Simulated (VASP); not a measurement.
# ZrO2 (Cubic zirconia) (Fm-3m) in VASP: a series of runs

The runs below take ZrO2 (Cubic zirconia) through single point, with BLYP, RPBE, r2SCAN.

Program: VASP 6.6.1. These are calculated values, not measurements. Logs are shortened: lines on timing, memory, paths and dates and some standing lists are left out, and cuts for length are marked.

**1. The cell of the first run**

The structure is cubic, space group Fm-3m (No. 225). The conventional cell has a = 5.070 Å, b = 5.070 Å, c = 5.070 Å, α = 90.00°, β = 90.00°, γ = 90.00°. Zr (site symmetry m-3m) has 8 O at 2.20 Å within 2.9 Å. O (site symmetry -43m) has 4 Zr at 2.20 Å and 6 O at 2.54 Å within 2.9 Å.

**2. Single point, BLYP**

INCAR reads:

```
SYSTEM = ZrO2
AGGAC    = 1.0          
AGGAX    = 1.0          
ALDAC    = 0.0          
ALDAX    = 1.0          
ALGO     = Normal         ! electronic algorithm
EDIFF    = 1E-6           ! SCF threshold, eV
ENCUT    = 600            ! plane-wave cutoff, eV
GGA      = B5             ! functional
GGA_COMPAT= .FALSE.      
ISIF     = 2              ! what is computed and relaxed
ISMEAR   = 0              ! smearing method
LASPH    = .TRUE.         ! aspherical terms in the spheres
LCHARG   = .FALSE.        ! write CHGCAR
LREAL    = .FALSE.        ! projectors in reciprocal space
LWAVE    = .FALSE.        ! write WAVECAR
NBANDS   = 19             ! bands
NELM     = 120            ! most SCF steps
PREC     = Accurate       ! precision mode
SIGMA    = 0.01           ! smearing width, eV
```

KPOINTS reads:

```
k-points
0
G
  6 6 6
  0 0 0
```

POSCAR reads:

```
ZrO2
1.0
    0.0000000000      2.5350000000      2.5350000000
    2.5350000000      0.0000000000      2.5350000000
    2.5350000000      2.5350000000      0.0000000000
Zr O
1 2
Direct
    0.0000000000      0.0000000000      0.0000000000
    0.2500000000      0.2500000000      0.2500000000
    0.7500000000      0.7500000000      0.7500000000
```

Potentials or basis: VASP PAW PBE potentials, release 64 (Zr_sv, O).

Started as:

```console
$ cat potpaw_PBE.64/Zr_sv/POTCAR potpaw_PBE.64/O/POTCAR > POTCAR
$ mpirun -np 1 vasp_std > vasp.out
```

OUTCAR:

```text
SYSTEM = ZrO2
   EDIFF = 1E-6
   ENCUT = 600
   GGA = B5
   ISIF = 2
   ISMEAR = 0
   LASPH = .TRUE.
   LREAL = .FALSE.
   NELM = 120
   PREC = Accurate

 ion  position               nearest neighbor table
   1  0.000  0.000  0.000-   3 2.20   3 2.20   3 2.20   2 2.20   3 2.20   2 2.20   2 2.20   2 2.20

   2  0.250  0.250  0.250-   1 2.20   1 2.20   1 2.20   1 2.20
   3  0.750  0.750  0.750-   1 2.20   1 2.20   1 2.20   1 2.20

  LATTYP: Found a face centered cubic cell.
 ALAT       =     5.0700000000

  Lattice vectors:

 A1 = (   0.0000000000,   2.5350000000,   2.5350000000)
 A2 = (   2.5350000000,   0.0000000000,   2.5350000000)
 A3 = (   2.5350000000,   2.5350000000,   0.0000000000)

Analysis of symmetry for initial positions (statically):
=====================================================================
 Subroutine PRICEL returns:
 Original cell was already a primitive cell.

 Routine SETGRP: Setting up the symmetry group for a
 face centered cubic supercell.

 Subroutine GETGRP returns: Found 48 space group operations
 (whereof 48 operations were pure point group operations)
 out of a pool of 48 trial point group operations.

The static configuration has the point symmetry O_h .

Analysis of symmetry for dynamics (positions and initial velocities):
=====================================================================
 Subroutine PRICEL returns:
 Original cell was already a primitive cell.

 Routine SETGRP: Setting up the symmetry group for a
 face centered cubic supercell.

 Subroutine GETGRP returns: Found 48 space group operations
 (whereof 48 operations were pure point group operations)
 out of a pool of 48 trial point group operations.

The dynamic configuration has the point symmetry O_h .

 Subroutine INISYM returns: Found 48 space group operations
 (whereof 48 operations are pure point group operations),
 and found     1 'primitive' translations

----------------------------------------------------------------------------------------

                                     Primitive cell

  volume of cell :      32.5810

  direct lattice vectors                    reciprocal lattice vectors
     0.000000000  2.535000000  2.535000000    -0.197238659  0.197238659  0.197238659
     2.535000000  0.000000000  2.535000000     0.197238659 -0.197238659  0.197238659
     2.535000000  2.535000000  0.000000000     0.197238659  0.197238659 -0.197238659

  length of vectors
     3.585031381  3.585031381  3.585031381     0.341627378  0.341627378  0.341627378

  position of ions in fractional coordinates (direct lattice)
     0.000000000  0.000000000  0.000000000
     0.250000000  0.250000000  0.250000000
     0.750000000  0.750000000  0.750000000

  ion indices of the primitive-cell ions
   primitive index   ion index
                 1           1
                 2           2
                 3           3

----------------------------------------------------------------------------------------

 KPOINTS: k-points

Automatic generation of k-mesh.
 Grid dimensions read from file:
 generate k-points for:    6    6    6

 Generating k-lattice:

  Cartesian coordinates                     Fractional coordinates (reciprocal lattice)
    -0.032873110  0.032873110  0.032873110     0.166666667  0.000000000  0.000000000
     0.032873110 -0.032873110  0.032873110     0.000000000  0.166666667  0.000000000
     0.032873110  0.032873110 -0.032873110     0.000000000  0.000000000  0.166666667

  Length of vectors
     0.056937896  0.056937896  0.056937896

  Shift w.r.t. Gamma in fractional coordinates (k-lattice)
     0.000000000  0.000000000  0.000000000

 Subroutine IBZKPT returns following result:
 ===========================================

 Found     16 irreducible k-points:

 Following reciprocal coordinates:
            Coordinates               Weight
  0.000000  0.000000  0.000000      1.000000
  0.166667  0.000000  0.000000      8.000000
  0.333333  0.000000  0.000000      8.000000
  0.500000  0.000000  0.000000      4.000000
  0.166667  0.166667  0.000000      6.000000
  0.333333  0.166667  0.000000     24.000000
[... 8 lines left out ...]
 -0.333333  0.333333  0.166667     24.000000
 -0.333333  0.500000  0.166667     12.000000
   k-points           NKPTS =     16   k-points in BZ     NKDIM =     16   number of bands    NBANDS=     19
   number of dos      NEDOS =    301   number of ions     NIONS =      3
   total plane-waves  NPLWV =  27000
   dimension x,y,z NGX =    30 NGY =   30 NGZ =   30
   dimension x,y,z NGXF=    60 NGYF=   60 NGZF=   60
   ions per type =               1   2
   NGX,Y,Z   is equivalent  to a cutoff of  13.91, 13.91, 13.91 a.u.
   NGXF,Y,Z  is equivalent  to a cutoff of  27.82, 27.82, 27.82 a.u.
 SYSTEM =  ZrO2
   PREC   = accura    normal or accurate (medium, high low for compatibility)
   ISTART =      0    job   : 0-new  1-cont  2-samecut
   ICHARG =      2    charge: 1-file 2-atom 10-const
   ISPIN  =      1    spin polarized calculation?
   LNONCOLLINEAR =      F non collinear calculations
   LSORBIT =      F    spin-orbit coupling
   LASPH  =      T    aspherical Exc in radial PAW
   ENCUT  =  600.0 eV  44.10 Ry    6.64 a.u.   7.16  7.16  7.16*2*pi/ulx,y,z
   NELM   =    120;   NELMIN=  2; NELMDL= -5     # of ELM steps
   EDIFF  = 0.1E-05   stopping-criterion for ELM
   LREAL  =      F    real-space projection
   EDIFFG = 0.1E-04   stopping-criterion for IOM
   NSW    =      0    number of steps for IOM
   IBRION =     -1    ionic relax: 0-MD 1-quasi-New 2-CG
   NFREE  =      0    steps in history (QN), initial steepest desc. (CG)
   ISIF   =      2    stress and relaxation
   ISYM   =      2    0-nonsym 1-usesym 2-fastsym
   POTIM  = 0.5000    time-step for ionic-motion
   TEBEG  =    0.0;   TEEND  =   0.0 temperature during run
   PSTRESS=    0.0 pullay stress
   NELECT =      24.0000    total number of electrons
   NUPDOWN=      -1.0000    fix difference up-down
   EMIN   =  10.00;   EMAX   =-10.00  energy-range for DOS
   EFERMI =   0.00;   METHOD = LEGACY
   ISMEAR =     0;   SIGMA  =   0.01  broadening in eV -4-tet -1-fermi 0-gaus
   EFERMI_NEDOS =   21; number of points for ismear=-14 and -15
   IALGO  =     38    algorithm
   IMIX   =      4    mixing-type and parameters
     AMIX     =   0.40;   BMIX     =  1.00
     AMIX_MAG =   1.60;   BMIX_MAG =  1.00
  volume/ion in A,a.u.               =      10.86        73.29
  Fermi-wavevector in a.u.,A,eV,Ry     =   1.478509  2.793977 29.742181  2.185989
  Thomas-Fermi vector in A             =   2.592781
   LORBIT       =      0    0 simple, 1 ext, 2 COOP (PROOUT), +10 PAW based schemes
   GGA     = B5    functional components
   LHFCALC =     F    Hartree Fock is set to
   AEXX    =    0.0000 exact exchange contribution
   IVDW    =     0    specifies the selected vdW correction
   LEPSILON=     F    determine dielectric tensor
   LRPA    =     F    only Hartree local field effects (RPA)
 non-spin polarized calculation
 Gauss-broadening in eV      SIGMA  =   0.01
  energy-cutoff  :      600.00
  volume of cell :       32.58
 maximum number of plane-waves:      1106
 NGX is ok and might be reduce to    30
   NGX = 15   NGY = 15   NGZ = 15

 number of electron      23.9999996 magnetization

 Free energy of the ion-electron system (eV)
  ---------------------------------------------------
  ext. energy  EPLUGINS =         0.00000000
  ---------------------------------------------------
  free energy    TOTEN  =       -27.27833699 eV

  energy without entropy =      -27.27833699  energy(sigma->0) =      -27.27833699

 E-fermi :   7.7799     XC(G=0): -11.2987

 val. band max:        7.7096933953   @ k =   0.5000   0.5000   0.0000
 cond. band min:      11.1462425935   @ k =   0.0000   0.0000   0.0000
 fundamental gap:      3.4365491982
 Fermi energy:         7.7798846901

 k-point     1 :       0.0000    0.0000    0.0000
  band No.  band energies     occupation
      1     -40.2601      2.00000
      2     -18.1485      2.00000
      3     -18.1485      2.00000
      4     -18.1485      2.00000
      5     -10.4157      2.00000
      6      -7.8415      2.00000
[... 11 lines left out ...]
     18      17.1849      0.00000
     19      22.4041      0.00000

 k-point     2 :       0.1667    0.0000    0.0000
  band No.  band energies     occupation
      1     -40.2478      2.00000
      2     -18.3420      2.00000
      3     -18.1667      2.00000
      4     -18.1667      2.00000
      5     -10.0463      2.00000
      6      -8.1004      2.00000
[... 11 lines left out ...]
     18      16.8163      0.00000
     19      21.8581      0.00000

 k-point     3 :       0.3333    0.0000    0.0000
  band No.  band energies     occupation
      1     -40.2230      2.00000
      2     -18.6921      2.00000
      3     -18.2027      2.00000
      4     -18.2027      2.00000
      5      -9.5083      2.00000
      6      -8.3316      2.00000
[... 11 lines left out ...]
     18      17.4586      0.00000
     19      21.3313      0.00000

 k-point     4 :       0.5000    0.0000    0.0000
  band No.  band energies     occupation
      1     -40.2106      2.00000
      2     -18.8526      2.00000
      3     -18.2205      2.00000
      4     -18.2205      2.00000
      5      -9.4618      2.00000
      6      -8.1830      2.00000
[... 231 lines left out ...]
     18      18.8390      0.00000
     19      22.7528      0.00000

 k-point    15 :      -0.3333    0.3333    0.1667
  band No.  band energies     occupation
      1     -40.1983      2.00000
      2     -18.7004      2.00000
      3     -18.5335      2.00000
      4     -18.2907      2.00000
      5      -8.8561      2.00000
      6      -8.5401      2.00000
[... 11 lines left out ...]
     18      19.4728      0.00000
     19      23.0756      0.00000

 k-point    16 :      -0.3333    0.5000    0.1667
  band No.  band energies     occupation
      1     -40.1942      2.00000
      2     -18.7730      2.00000
      3     -18.4832      2.00000
      4     -18.3310      2.00000
      5      -8.8620      2.00000
      6      -8.4559      2.00000
[... 11 lines left out ...]
     18      20.6462      0.00000
     19      22.9108      0.00000

------------------------ aborting loop because EDIFF is reached ----------------------------------------

  FORCE on cell =-STRESS in cart. coord.  units (eV):
  Direction    XX          YY          ZZ          XY          YZ          ZX
  --------------------------------------------------------------------------------------
  -------------------------------------------------------------------------------------
  Total        2.9738947      2.9738947      2.9738947      0.0000000     -0.0000000      0.0000000
  in kB      146.2420549    146.2420549    146.2420549      0.0000000     -0.0000000      0.0000000
  external PRESSURE =     146.2420549 kB  Pullay stress =       0.0000000 kB

 VOLUME and BASIS-vectors are now :
 -----------------------------------------------------------------------------
  energy-cutoff  :      600.00
  volume of cell :       32.58
      direct lattice vectors                 reciprocal lattice vectors
     0.000000000  2.535000000  2.535000000    -0.197238659  0.197238659  0.197238659
     2.535000000  0.000000000  2.535000000     0.197238659 -0.197238659  0.197238659
     2.535000000  2.535000000  0.000000000     0.197238659  0.197238659 -0.197238659

 POSITION                                       TOTAL-FORCE (eV/Angst)
 -----------------------------------------------------------------------------------
      0.00000      0.00000      0.00000        -0.000000     -0.000000     -0.000000
      1.26750      1.26750      1.26750        -0.000000     -0.000000      0.000000
      3.80250      3.80250      3.80250         0.000000      0.000000      0.000000
 -----------------------------------------------------------------------------------
    total drift:                                0.000000     -0.000000      0.000000

  FREE ENERGIE OF THE ION-ELECTRON SYSTEM (eV)
  ---------------------------------------------------
  free  energy   TOTEN  =       -27.2783369873 eV

  energy  without entropy=      -27.2783369873  energy(sigma->0) =      -27.27833699
```

Wall time 38 s (1 thread of Intel Xeon Platinum 8175M at 2.50GHz (Skylake/Cascade Lake), shared host); peak memory 0.17 GiB.

Results:

* Free energy: -27.2783 eV
* Pressure: 14.6 GPa
* Band gap on the k mesh: 3.44 eV, indirect (least direct gap 3.92 eV)

Caveat: the PAW data sets were made with another functional, which shifts forces and pressure a little. A k mesh can miss the band edges.

(Part 1 of 2 ends here.)
